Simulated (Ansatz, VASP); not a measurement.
# One calculation of NiO, two programs

```xyz
2
Lattice="0.0000 2.2410 2.2410 2.2410 0.0000 2.2410 2.2410 2.2410 0.0000" Properties=species:S:1:pos:R:3 pbc="T T T"
Ni    0.0000    0.0000    0.0200
O     1.1205    1.1205    1.1205
```

Alike in both runs: task single point; functional PBE; k mesh 12 × 12 × 12; occupations gaussian, width 0.05 eV; collinear spin.

|  | VASP | Ansatz |
| --- | --- | --- |
| version | VASP 6.6.1 | Ansatz 0.2.0 |
| potentials or method | VASP PAW PBE potentials, release 64 (Ni, O), cutoff 520 eV | scalar-relativistic, plane waves, PAW |
| valence electrons in the cell | 16 | 24 |

|  | VASP | Ansatz | Ansatz less VASP |
| --- | --- | --- | --- |
| gap on the k mesh at the Fermi level (eV) | none | none | - |
| pressure (GPa) | 0.2 | 0.0 | -0.15 |
| traceless stress, the component that is largest in VASP (GPa) | 1.00 | 0.99 | -0.006 |
| rms of the force components (eV/Å) | 0.081 | 0.080 | -0.0004 |
| net moment per atom (μB) | 0.95 | 0.97 | +0.014 |
| size of the moment on the site where the two differ most (μB) | 1.49 | 1.46 | -0.028 |

Site moments also hang on the region over which each program counts them. Atom by atom the forces differ by 0.000 eV/Å (rms over components). A gap of «none» marks a metal or a gap that the smearing closes. VASP's potentials hold 16 valence electrons a cell and Ansatz's 24, so a difference there can come from the potentials and not from the codes.
